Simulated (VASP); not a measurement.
# H9ClO4 in VASP: single point with PBEsol

Aim: the single point of H9ClO4 with PBEsol.

Everything below comes from runs of VASP 6.6.1. Logs are shortened: lines on timing, memory, paths and dates and some standing lists are left out, and cuts for length are marked.

## Step 1: The cell of the first run

The cell holds a disordered packing, 14 atoms: a = 6.058 Å, b = 6.058 Å, c = 6.058 Å, α = 90.00°, β = 90.00°, γ = 90.00°.

## Step 2: Single point, PBEsol

Contents of INCAR:

```
PREC = Accurate ; ENCUT = 1000
EDIFF = 1E-6 ; ISMEAR = -1
SIGMA = 0.02 ; LREAL = F
LASPH = T ; NELM = 120
ALGO = Normal ; ISIF = 2
LWAVE = F ; LCHARG = F
GGA = PS ; NBANDS = 33
GGA_COMPAT = F
```

Contents of KPOINTS:

```
regular mesh
0
Gamma
  1 1 1
```

Contents of POSCAR:

```
H9ClO4
1.0
    6.0577750000      0.0000000000      0.0000000000
    0.0000000000      6.0577750000      0.0000000000
    0.0000000000      0.0000000000      6.0577750000
O H Cl
4 9 1
Direct
   -0.0086770651      0.4513553372      0.1090805375
    0.2458188389      0.1444244364      0.9611594112
    0.8415050318      0.1126217711      0.3721271969
    0.1894091182      0.8441819343      0.2659855027
   -0.1033993101      0.4972942576     -0.0130871006
    0.1005661425      0.3402593168      0.0421005775
    0.2432937135      0.0165027478      1.0703821553
    0.3981086487      0.1773551039      0.9241789525
    0.8781003430      0.2445889539      0.2807976565
    0.6983795176      0.0636540907      0.3197470122
    0.0598855005      0.9287865443      0.3231099439
    0.1276201982      0.7043345799      0.2068735340
    0.4878793921      0.6762385747      0.6375009022
    0.5367010302      0.6341928514      0.8417899183
```

Potentials or basis: VASP PAW PBE potentials, release 64 (O_h, H_h, Cl).

On the command line:

```console
> cat potpaw_PBE.64/O_h/POTCAR potpaw_PBE.64/H_h/POTCAR potpaw_PBE.64/Cl/POTCAR > POTCAR
> mpirun -np 1 vasp_gam > vasp.out
```

OUTCAR:

```text
PREC = Accurate
   ENCUT = 1000
   EDIFF = 1E-6
   ISMEAR = -1
   LREAL = F
   LASPH = T
   NELM = 120
   ISIF = 2
   GGA = PS

 ion  position               nearest neighbor table
   1  0.991  0.451  0.109-   5 0.98   6 1.03
   2  0.246  0.144  0.961-   8 0.97   7 1.02
   3  0.842  0.113  0.372-  10 0.97   9 1.00
   4  0.189  0.844  0.266-  12 0.99  11 1.00
   5  0.897  0.497  0.987-   1 0.98
   6  0.101  0.340  0.042-   1 1.03
   7  0.243  0.017  0.070-   2 1.02
   8  0.398  0.177  0.924-   2 0.97
   9  0.878  0.245  0.281-   3 1.00
  10  0.698  0.064  0.320-   3 0.97
  11  0.060  0.929  0.323-   4 1.00
  12  0.128  0.704  0.207-   4 0.99
  13  0.488  0.676  0.638-  14 1.30
  14  0.537  0.634  0.842-  13 1.30

  LATTYP: Found a simple cubic cell.
 ALAT       =     6.0577750000

  Lattice vectors:

 A1 = (   6.0577750000,   0.0000000000,   0.0000000000)
 A2 = (   0.0000000000,   6.0577750000,   0.0000000000)
 A3 = (   0.0000000000,   0.0000000000,   6.0577750000)

Analysis of symmetry for initial positions (statically):
=====================================================================
 Subroutine PRICEL returns:
 Original cell was already a primitive cell.

 Routine SETGRP: Setting up the symmetry group for a
 simple cubic supercell.

 Subroutine GETGRP returns: Found  1 space group operations
 (whereof  1 operations were pure point group operations)
 out of a pool of 48 trial point group operations.

The static configuration has the point symmetry C_1 .

Analysis of symmetry for dynamics (positions and initial velocities):
=====================================================================
 Subroutine PRICEL returns:
 Original cell was already a primitive cell.

 Routine SETGRP: Setting up the symmetry group for a
 simple cubic supercell.

 Subroutine GETGRP returns: Found  1 space group operations
 (whereof  1 operations were pure point group operations)
 out of a pool of 48 trial point group operations.

The dynamic configuration has the point symmetry C_1 .

 Subroutine INISYM returns: Found  1 space group operations
 (whereof  1 operations are pure point group operations),
 and found     1 'primitive' translations

----------------------------------------------------------------------------------------

                                     Primitive cell

  volume of cell :     222.3000

  direct lattice vectors                    reciprocal lattice vectors
     6.057775000  0.000000000  0.000000000     0.165077112  0.000000000  0.000000000
     0.000000000  6.057775000  0.000000000     0.000000000  0.165077112  0.000000000
     0.000000000  0.000000000  6.057775000     0.000000000  0.000000000  0.165077112

  length of vectors
     6.057775000  6.057775000  6.057775000     0.165077112  0.165077112  0.165077112

  position of ions in fractional coordinates (direct lattice)
     0.991322935  0.451355337  0.109080537
     0.245818839  0.144424436  0.961159411
     0.841505032  0.112621771  0.372127197
     0.189409118  0.844181934  0.265985503
     0.896600690  0.497294258  0.986912899
     0.100566142  0.340259317  0.042100578
     0.243293714  0.016502748  0.070382155
     0.398108649  0.177355104  0.924178953
     0.878100343  0.244588954  0.280797656
     0.698379518  0.063654091  0.319747012
     0.059885501  0.928786544  0.323109944
     0.127620198  0.704334580  0.206873534
     0.487879392  0.676238575  0.637500902
     0.536701030  0.634192851  0.841789918

  ion indices of the primitive-cell ions
   primitive index   ion index
                 1           1
                 2           2
                 3           3
                 4           4
                 5           5
                 6           6
                 7           7
                 8           8
                 9           9
                10          10
                11          11
                12          12
                13          13
                14          14

----------------------------------------------------------------------------------------

 KPOINTS: regular mesh

Automatic generation of k-mesh.
 Grid dimensions read from file:
 generate k-points for:    1    1    1

 Generating k-lattice:

  Cartesian coordinates                     Fractional coordinates (reciprocal lattice)
     0.165077112  0.000000000  0.000000000     1.000000000  0.000000000  0.000000000
     0.000000000  0.165077112  0.000000000     0.000000000  1.000000000  0.000000000
     0.000000000  0.000000000  0.165077112     0.000000000  0.000000000  1.000000000

  Length of vectors
     0.165077112  0.165077112  0.165077112

  Shift w.r.t. Gamma in fractional coordinates (k-lattice)
     0.000000000  0.000000000  0.000000000

 Subroutine IBZKPT returns following result:
 ===========================================

 Found      1 irreducible k-points:

 Following reciprocal coordinates:
            Coordinates               Weight
  0.000000  0.000000  0.000000      1.000000
   k-points           NKPTS =      1   k-points in BZ     NKDIM =      1   number of bands    NBANDS=     33
   number of dos      NEDOS =    301   number of ions     NIONS =     14
   total plane-waves  NPLWV = 262144
   dimension x,y,z NGX =    64 NGY =   64 NGZ =   64
   dimension x,y,z NGXF=   128 NGYF=  128 NGZF=  128
   ions per type =               4   9   1
   NGX,Y,Z   is equivalent  to a cutoff of  17.56, 17.56, 17.56 a.u.
   NGXF,Y,Z  is equivalent  to a cutoff of  35.13, 35.13, 35.13 a.u.
 SYSTEM =  unknown system
   PREC   = accura    normal or accurate (medium, high low for compatibility)
   ISTART =      0    job   : 0-new  1-cont  2-samecut
   ICHARG =      2    charge: 1-file 2-atom 10-const
   ISPIN  =      1    spin polarized calculation?
   LNONCOLLINEAR =      F non collinear calculations
   LSORBIT =      F    spin-orbit coupling
   LASPH  =      T    aspherical Exc in radial PAW
   ENCUT  = 1000.0 eV  73.50 Ry    8.57 a.u.  15.62 15.62 15.62*2*pi/ulx,y,z
   NELM   =    120;   NELMIN=  2; NELMDL= -5     # of ELM steps
   EDIFF  = 0.1E-05   stopping-criterion for ELM
   LREAL  =      F    real-space projection
   EDIFFG = 0.1E-04   stopping-criterion for IOM
   NSW    =      0    number of steps for IOM
   IBRION =     -1    ionic relax: 0-MD 1-quasi-New 2-CG
   NFREE  =      0    steps in history (QN), initial steepest desc. (CG)
   ISIF   =      2    stress and relaxation
   ISYM   =      2    0-nonsym 1-usesym 2-fastsym
   POTIM  = 0.5000    time-step for ionic-motion
   TEBEG  =    0.0;   TEEND  =   0.0 temperature during run
   PSTRESS=    0.0 pullay stress
   NELECT =      40.0000    total number of electrons
   NUPDOWN=      -1.0000    fix difference up-down
   EMIN   =  10.00;   EMAX   =-10.00  energy-range for DOS
   EFERMI =   0.00;   METHOD = LEGACY
   ISMEAR =    -1;   SIGMA  =   0.02  broadening in eV -4-tet -1-fermi 0-gaus
   EFERMI_NEDOS =   21; number of points for ismear=-14 and -15
   IALGO  =     38    algorithm
   IMIX   =      4    mixing-type and parameters
     AMIX     =   0.40;   BMIX     =  1.00
     AMIX_MAG =   1.60;   BMIX_MAG =  1.00
  volume/ion in A,a.u.               =      15.88       107.15
  Fermi-wavevector in a.u.,A,eV,Ry     =   0.924233  1.746548 11.622199  0.854207
  Thomas-Fermi vector in A             =   2.049957
   LORBIT       =      0    0 simple, 1 ext, 2 COOP (PROOUT), +10 PAW based schemes
   GGA     = PS    functional components
   LHFCALC =     F    Hartree Fock is set to
   AEXX    =    0.0000 exact exchange contribution
   IVDW    =     0    specifies the selected vdW correction
   LEPSILON=     F    determine dielectric tensor
   LRPA    =     F    only Hartree local field effects (RPA)
 non-spin polarized calculation
  energy-cutoff  :     1000.00
  volume of cell :      222.30
 maximum number of plane-waves:      7948
 NGX is ok and might be reduce to    64
   NGX = 31   NGY = 31   NGZ = 31

 number of electron      39.9999998 magnetization

 Free energy of the ion-electron system (eV)
  ---------------------------------------------------
  ext. energy  EPLUGINS =         0.00000000
  ---------------------------------------------------
  free energy    TOTEN  =       -65.00718488 eV

  energy without entropy =      -65.00718488  energy(sigma->0) =      -65.00718488

 E-fermi :  -3.6830     XC(G=0):  -5.5678

 val. band max:       -4.2620707291   @ k =   0.0000   0.0000   0.0000
 cond. band min:       0.4560794786   @ k =   0.0000   0.0000   0.0000
 fundamental gap:      4.7181502078
 Fermi energy:        -3.6829853502

 k-point     1 :       0.0000    0.0000    0.0000
  band No.  band energies     occupation
      1     -22.7327      2.00000
      2     -22.2455      2.00000
      3     -22.0003      2.00000
      4     -21.6730      2.00000
      5     -18.6098      2.00000
      6     -10.7055      2.00000
[... 24 lines left out ...]
     31       7.2429      0.00000
     32       7.3398      0.00000
 [bands above 32 left out]

------------------------ aborting loop because EDIFF is reached ----------------------------------------

  FORCE on cell =-STRESS in cart. coord.  units (eV):
  Direction    XX          YY          ZZ          XY          YZ          ZX
  --------------------------------------------------------------------------------------
  -------------------------------------------------------------------------------------
  Total       -0.2105248     -0.7428281     -0.1068373      0.0633848      0.1878535     -0.3548876
  in kB       -1.5173101     -5.3537673     -0.7700057      0.4568315      1.3539119     -2.5577732
  external PRESSURE =      -2.5470277 kB  Pullay stress =       0.0000000 kB

 VOLUME and BASIS-vectors are now :
 -----------------------------------------------------------------------------
  energy-cutoff  :     1000.00
  volume of cell :      222.30
      direct lattice vectors                 reciprocal lattice vectors
     6.057775000  0.000000000  0.000000000     0.165077112  0.000000000  0.000000000
     0.000000000  6.057775000  0.000000000     0.000000000  0.165077112  0.000000000
     0.000000000  0.000000000  6.057775000     0.000000000  0.000000000  0.165077112

 POSITION                                       TOTAL-FORCE (eV/Angst)
 -----------------------------------------------------------------------------------
      6.00521      2.73421      0.66079        -0.006413     -0.001349     -0.016451
      1.48912      0.87489      5.82249        -0.001245      0.034892      0.019712
      5.09765      0.68224      2.25426         0.092162      0.004022      0.049818
      1.14740      5.11386      1.61128         0.111993      0.024589     -0.023246
      5.43141      3.01250      5.97850         0.019719     -0.018872      0.023481
      0.60921      2.06121      0.25504         0.009136     -0.001486     -0.001238
      1.47382      0.09997      0.42636        -0.022017     -0.015809     -0.004836
      2.41165      1.07438      5.59847         0.032275      0.000094     -0.019351
      5.31933      1.48166      1.70101         0.010471      0.088657     -0.042046
      4.23063      0.38560      1.93696        -0.071257     -0.032287     -0.015642
      0.36277      5.62638      1.95733        -0.063487     -0.058676      0.025781
      0.77309      4.26670      1.25319        -0.060958     -0.031015      0.024280
      2.95546      4.09650      3.86184         0.002764     -0.025031      0.145787
      3.25121      3.84180      5.09937        -0.053141      0.032271     -0.166049
 -----------------------------------------------------------------------------------
    total drift:                                0.002634     -0.001610      0.000840

  FREE ENERGIE OF THE ION-ELECTRON SYSTEM (eV)
  ---------------------------------------------------
  free  energy   TOTEN  =       -65.0071848771 eV

  energy  without entropy=      -65.0071848771  energy(sigma->0) =      -65.00718488
```

Run time: 26 s. Hardware: 1 thread of Intel Xeon Platinum 8488C (Sapphire Rapids), shared host; peak memory 0.58 GiB.

What came out:

| Item | Value |
| --- | --- |
| Free energy | -65.0072 eV |
| Pressure | -0.3 GPa |
| Largest force | 0.177 eV/Å |

Forces on the atoms (eV/Å):
```
O   -0.006 -0.001 -0.016
O   -0.001  0.035  0.020
O    0.092  0.004  0.050
O    0.112  0.025 -0.023
H    0.020 -0.019  0.023
H    0.009 -0.001 -0.001
H   -0.022 -0.016 -0.005
H    0.032  0.000 -0.019
H    0.010  0.089 -0.042
H   -0.071 -0.032 -0.016
H   -0.063 -0.059  0.026
H   -0.061 -0.031  0.024
H    0.003 -0.025  0.146
Cl  -0.053  0.032 -0.166
```

Caveat: the k points lie up to 1.04 Å⁻¹ apart, too coarse for converged energies, forces and pressures; the PAW data sets were made with another functional, which shifts forces and pressure a little.
